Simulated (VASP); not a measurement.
# Pd in VASP: notebook, part 2 of 2

VASP 6.6.1. The steps go on from the part before.

## 6. Single point, PBE (strain -0.080 along x and y, -0.040 along z)

The input, INCAR:

```
SYSTEM = Pd
ALGO = Normal
EDIFF = 1E-6
ENCUT = 520
GGA = PE
ISIF = 2
ISMEAR = 0
LASPH = .True.
LCHARG = .False.
LREAL = .False.
LWAVE = .False.
NBANDS = 11
NELM = 100
PREC = Accurate
SIGMA = 0.15
```

The input, KPOINTS:

```
k-points
0
Gamma
  20 20 20
  0 0 0
```

The input, POSCAR:

```
Pd
1.0
    0.0000000000      1.7893080000      1.8671040000
    1.7893080000      0.0000000000      1.8671040000
    1.7893080000      1.7893080000      0.0000000000
Pd
1
Direct
    0.0000000000      0.0000000000      0.0000000000
```

Potentials or basis: VASP PAW PBE potentials, release 64 (Pd).

Run with:

```console
$ cat potpaw_PBE.64/Pd/POTCAR > POTCAR
$ mpirun -np 1 vasp_std > vasp.out
```

OUTCAR:

```text
SYSTEM = Pd
   EDIFF = 1E-6
   ENCUT = 520
   GGA = PE
   ISIF = 2
   ISMEAR = 0
   LASPH = .True.
   LREAL = .False.
   NELM = 100
   PREC = Accurate

 ion  position               nearest neighbor table
   1  0.000  0.000  0.000-

  LATTYP: Found a body centered tetragonal cell.
 ALAT       =     2.5304636409
 C/A-ratio  =     1.4757011086

  Lattice vectors:

 A1 = (  -1.7893080000,   0.0000000000,   1.8671040000)
 A2 = (   1.7893080000,   0.0000000000,   1.8671040000)
 A3 = (   0.0000000000,   1.7893080000,  -1.8671040000)

Analysis of symmetry for initial positions (statically):
=====================================================================
 Subroutine PRICEL returns:
 Original cell was already a primitive cell.

 Routine SETGRP: Setting up the symmetry group for a
 body centered tetragonal supercell.

 Subroutine GETGRP returns: Found 16 space group operations
 (whereof 16 operations were pure point group operations)
 out of a pool of 16 trial point group operations.

The static configuration has the point symmetry D_4h.

Analysis of symmetry for dynamics (positions and initial velocities):
=====================================================================
 Subroutine PRICEL returns:
 Original cell was already a primitive cell.

 Routine SETGRP: Setting up the symmetry group for a
 body centered tetragonal supercell.

 Subroutine GETGRP returns: Found 16 space group operations
 (whereof 16 operations were pure point group operations)
 out of a pool of 16 trial point group operations.

The dynamic configuration has the point symmetry D_4h.

 Subroutine INISYM returns: Found 16 space group operations
 (whereof 16 operations are pure point group operations),
 and found     1 'primitive' translations

----------------------------------------------------------------------------------------

                                     Primitive cell

[... 112 lines left out ...]
   LORBIT       =      0    0 simple, 1 ext, 2 COOP (PROOUT), +10 PAW based schemes
   GGA     = PE    functional components
   LHFCALC =     F    Hartree Fock is set to
   AEXX    =    0.0000 exact exchange contribution
   IVDW    =     0    specifies the selected vdW correction
   LEPSILON=     F    determine dielectric tensor
   LRPA    =     F    only Hartree local field effects (RPA)
 non-spin polarized calculation
 Gauss-broadening in eV      SIGMA  =   0.15
  energy-cutoff  :      520.00
  volume of cell :       11.96
 maximum number of plane-waves:       342
   NGX =  9   NGY =  9   NGZ =  9

 number of electron      10.0000002 magnetization

 Free energy of the ion-electron system (eV)
  ---------------------------------------------------
  ext. energy  EPLUGINS =         0.00000000
  ---------------------------------------------------
  free energy    TOTEN  =        -4.56830925 eV

  energy without entropy =       -4.54850087  energy(sigma->0) =       -4.55840506

 E-fermi :  13.7909     XC(G=0): -14.5404

 val. band max:       13.7898874675   @ k =  -0.4500   0.3000   0.0500
 cond. band min:      13.7937764920   @ k =  -0.2500   0.2500   0.2000
 fundamental gap:      0.0038890245
 Fermi energy:        13.7909340133

 k-point     1 :       0.0000    0.0000    0.0000
  band No.  band energies     occupation
      1       4.8998      2.00000
      2       9.4681      2.00000
      3      10.0090      2.00000
      4      10.0090      2.00000
      5      11.7707      2.00000
      6      12.3764      2.00000
      7      30.8574      0.00000
      8      35.9098      0.00000
      9      37.3459      0.00000
     10      37.3459      0.00000
     11      39.0676      0.00000
[... 309 lines left out ...]
 k-point    24 :      -0.3500    0.0500    0.0000
  band No.  band energies     occupation
      1       6.8755      2.00000
      2       9.6480      2.00000
      3      10.2205      2.00000
      4      11.6985      2.00000
      5      12.9264      2.00000
      6      13.9390      0.16280
      7      25.9516      0.00000
      8      31.1683      0.00000
      9      37.1721      0.00000
     10      39.0972      0.00000
     11      39.4005      0.00000

 [... further k-points ...]

------------------------ aborting loop because EDIFF is reached ----------------------------------------

  FORCE on cell =-STRESS in cart. coord.  units (eV):
  Direction    XX          YY          ZZ          XY          YZ          ZX
  --------------------------------------------------------------------------------------
  -------------------------------------------------------------------------------------
  Total        6.2376442      6.2376442      5.7397393      0.0000000      0.0000000      0.0000000
  in kB      835.9156723    835.9156723    769.1907222      0.0000000      0.0000000      0.0000000
  external PRESSURE =     813.6740223 kB  Pullay stress =       0.0000000 kB

 VOLUME and BASIS-vectors are now :
 -----------------------------------------------------------------------------
  energy-cutoff  :      520.00
  volume of cell :       11.96
      direct lattice vectors                 reciprocal lattice vectors
     0.000000000  1.789308000  1.867104000    -0.279437637  0.279437637  0.267794402
     1.789308000  0.000000000  1.867104000     0.279437637 -0.279437637  0.267794402
     1.789308000  1.789308000  0.000000000     0.279437637  0.279437637 -0.267794402

 POSITION                                       TOTAL-FORCE (eV/Angst)
 -----------------------------------------------------------------------------------
      0.00000      0.00000      0.00000        -0.000000      0.000000      0.000000
 -----------------------------------------------------------------------------------
    total drift:                                0.000000      0.000000      0.000000

  FREE ENERGIE OF THE ION-ELECTRON SYSTEM (eV)
  ---------------------------------------------------
  free  energy   TOTEN  =        -4.5683092550 eV

  energy  without entropy=       -4.5485008673  energy(sigma->0) =       -4.55840506
```

stdout:

```text
POSCAR found type information on POSCAR Pd
 POSCAR found :  1 types and       1 ions
 scaLAPACK will be used
 LDA part: xc-table for (Slater+PW92), standard interpolation
 POSCAR, INCAR and KPOINTS ok, starting setup
 FFT: planning ... GRIDC
 FFT: planning ... GRID_SOFT
 FFT: planning ... GRID
 WAVECAR not read
 entering main loop
```

It took 26 s on 1 thread of Intel Xeon 6975P-C (Granite Rapids), shared host; peak memory 0.2 GiB.

What came out:

```yaml
Free_energy: -4.5683 eV
Pressure: 81.4 GPa
Band_gap_on_the_k_mesh: zero (band 5 reaches 14.47 eV, above the bottom of band 6 at 12.01 eV)
```

Caveat: the cell differs from its parent crystal (strain -0.080 along x and y, -0.040 along z).

## 7. Overview

| cell | gap on the mesh (eV) | pressure (GPa) |
| --- | --- | --- |
| a = 2.530 Å, angles 60.0°, 1 atom | none | 106.5 |
| a = 2.640 Å, angles 60.0°, 1 atom | none | 42.2 |
| a = 2.861 Å, angles 60.0°, 1 atom | none | -10.5 |
| a = 2.971 Å, angles 60.0°, 1 atom | none | -18.7 |
| a = 2.586, b = 2.586, c = 2.530 Å, angles 60.7, 60.7, 58.6°, 1 atom | none | 81.4 |

Alike in all rows: task single point; level PBE; potentials or basis VASP PAW PBE potentials, release 64 (Pd); no spin polarisation; k mesh 20 × 20 × 20; cutoff (eV) 520; smearing gaussian 0.15 eV.

Absolute energies hang on the potentials; compare differences alone.
